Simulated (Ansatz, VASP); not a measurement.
## GaAs: VASP beside Ansatz

```
Ga As
1.0
    -5.65795   -5.65795    5.65795
     5.65795   -5.65795   -5.65795
     5.65795    5.65795    5.65795
Ga As
16 16
Direct
  0.25000 0.00000 0.75000
  0.00000 0.00000 0.00000
  0.50000 0.75000 0.75000
  0.25000 0.75000 0.00000
  0.00000 0.75000 0.25000
  0.75000 0.00000 0.25000
  0.50000 0.00000 0.50000
  0.00000 0.25000 0.75000
  0.75000 0.50000 0.75000
  0.50000 0.50000 0.00000
  0.25000 0.50000 0.25000
  0.00000 0.50000 0.50000
  0.75000 0.75000 0.50000
  0.75000 0.25000 0.00000
  0.50000 0.25000 0.25000
  0.25000 0.25000 0.50000
  0.25000 0.75000 0.75000
  0.00000 0.75000 0.00000
  0.50000 0.50000 0.75000
  0.25000 0.50000 0.00000
  0.00000 0.50000 0.25000
  0.75000 0.75000 0.25000
  0.50000 0.75000 0.50000
  0.00000 0.00000 0.75000
  0.75000 0.25000 0.75000
  0.50000 0.25000 0.00000
  0.25000 0.25000 0.25000
  0.00000 0.25000 0.50000
  0.75000 0.50000 0.50000
  0.75000 0.00000 0.00000
  0.50000 0.00000 0.25000
  0.25000 0.00000 0.50000
```

Alike in both runs: task single point; functional PBEsol; k mesh 3 × 3 × 3; occupations gaussian, width 0.02 eV; no spin polarisation.

|  | VASP | Ansatz |
| --- | --- | --- |
| version | VASP 6.6.1 | Ansatz 0.2.0 |
| potentials or method | VASP PAW PBE potentials, release 64 (Ga_d, As), cutoff 520 eV | scalar-relativistic, plane waves, PAW |
| valence electrons in the cell | 288 | 448 |

```csv
,VASP,Ansatz,Ansatz less VASP
gap on the k mesh at the Fermi level (eV),0.44,0.43,-0.014
least direct gap on the mesh (eV),0.44,0.43,-0.014
pressure (GPa),0.2,0.0,-0.14
```

VASP's potentials were made for PBE, not for PBEsol. With one functional, cell and mesh, what is left measures potentials, basis and numerics. VASP's potentials hold 288 valence electrons a cell and Ansatz's 448, so a difference there can come from the potentials and not from the codes.
